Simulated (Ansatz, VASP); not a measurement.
## Ge: VASP beside Ansatz

File POSCAR:

```
Ge
1.0
   -1.6645575158      1.6645575158      1.6645575158
    1.6645575158     -1.6645575158      1.6645575158
    1.6645575158      1.6645575158     -1.6645575158
Ge
1
Direct
    0.0000000000      0.0000000000      0.0000000000
```

File INCAR.step1:

```
SYSTEM = Ge
ALGO     = Normal         ! electronic algorithm
EDIFF    = 1E-4           ! SCF threshold, eV
ENCUT    = 600            ! plane-wave cutoff, eV
GGA      = PE             ! functional
ISMEAR   = 0              ! smearing method
LASPH    = .True.         ! aspherical terms in the spheres
LCHARG   = .False.        ! write CHGCAR
LREAL    = .False.        ! projectors in reciprocal space
LWAVE    = .True.         ! write WAVECAR
NELM     = 80             ! most SCF steps
PREC     = Accurate       ! precision mode
SIGMA    = 0.1            ! smearing width, eV
```

INCAR.step2

```
SYSTEM = Ge
ALGO     = Normal         ! electronic algorithm
EDIFF    = 1E-6           ! SCF threshold, eV
EDIFFG   = -0.01          ! ionic threshold
ENCUT    = 600            ! plane-wave cutoff, eV
IBRION   = 2              ! ionic algorithm
ISIF     = 3              ! what is computed and relaxed
ISMEAR   = 0              ! smearing method
ISTART   = 1            
LASPH    = .True.         ! aspherical terms in the spheres
LCHARG   = .False.        ! write CHGCAR
LMIXTAU  = .True.       
LREAL    = .False.        ! projectors in reciprocal space
LWAVE    = .False.        ! write WAVECAR
METAGGA  = R2SCAN         ! meta-GGA
NELM     = 80             ! most SCF steps
NSW      = 80             ! ionic steps
PREC     = Accurate       ! precision mode
SIGMA    = 0.1            ! smearing width, eV
```

Contents of KPOINTS:

```
k-points
0
Gamma
  18 18 18
  0 0 0
```

Input for Ansatz:

```yaml
crystal:
  lattice:
    - [-1.6645575158, 1.6645575158, 1.6645575158]
    - [1.6645575158, -1.6645575158, 1.6645575158]
    - [1.6645575158, 1.6645575158, -1.6645575158]
  atoms:
    - { symbol: Ge, position: [0.0, 0.0, 0.0] }
basis:
  ecutwfc: 500
kpoints:
  mp_grid: { grid: [18, 18, 18] }
hamiltonian:
  xc: r2scan
scf:
  occupations: { method: gaussian, width: 0.1 }
output:
  forces: true
  stress: true
  eigenvalues: true
relax:
  adjacent_minimum: "off"
  f_tol: 0.01
  max_steps: 60
  cell: { stress_tol: 0.1 }
```

Alike in both runs: task relaxation of cell and atoms; functional r2SCAN; k mesh 18 × 18 × 18; occupations gaussian, width 0.1 eV; no spin polarisation.

|  | VASP | Ansatz |
| --- | --- | --- |
| version | VASP 6.6.1 | Ansatz 0.2.0 |
| potentials or method | VASP PAW PBE potentials, release 64 (Ge_d), cutoff 600 eV | scalar-relativistic, plane waves, PAW |
| valence electrons in the cell | 14 | 14 |

|  | VASP | Ansatz | Ansatz less VASP |
| --- | --- | --- | --- |
| gap on the k mesh at the Fermi level, each at its own relaxed structure (eV) | none | none | - |
| relaxed volume (Å³/atom) | 18.78 | 18.76 | -0.016 |
| relaxed cell length with the largest relative difference (Å) | 2.900 | 2.899 | -0.0008 |

VASP's potentials were made for PBE, not for r2SCAN. A gap of «none» marks a metal or a gap that the smearing closes.
